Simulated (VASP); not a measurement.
A run of VASP 6.6.1 is set up as follows.

The input INCAR:

```
SYSTEM = BeS
PREC = Accurate
ENCUT = 600
EDIFF = 1E-6
ISMEAR = 0
SIGMA = 0.1
LREAL = .FALSE.
LASPH = .TRUE.
NELM = 60
ALGO = Normal
ISIF = 3
LWAVE = .FALSE.
LCHARG = .FALSE.
GGA = PE
IBRION = 2
NSW = 90
EDIFFG = -0.04
```

File KPOINTS:

```
Automatic mesh
0
G
  6 6 6
  0 0 0
```

The input POSCAR:

```
BeS
1.0
    0.0000000000      2.5442294100      2.5442294100
    2.5442294100      0.0000000000      2.5442294100
    2.5442294100      2.5442294100      0.0000000000
Be S
1 1
Direct
    0.0000000000      0.0000000000      0.0000000000
    0.5000000000      0.5000000000      0.5000000000
```

Potentials or basis: VASP PAW PBE potentials, release 64 (Be, S).

Command:

```bash
$ cat potpaw_PBE.64/Be/POTCAR potpaw_PBE.64/S/POTCAR > POTCAR
$ mpirun -np 1 vasp_std > vasp.out
```

(1) Predict the relaxed volume.

(2) Predict the relaxed cell.

(3) Predict the band gap on the k mesh.

(4) Predict the space group after relaxing (to 0.05 Å).

Answers

(1) 12.43 Å³/atom.

(2) a = 3.276 Å, b = 3.276 Å, c = 3.276 Å, α = 60.00°, β = 60.00°, γ = 60.00°.

(3) 0.98 eV, indirect (least direct gap 4.15 eV).

(4) Fm-3m (No. 225).

Caveat: the volume moved by over 15 % at a fixed basis, so the end points are rough.
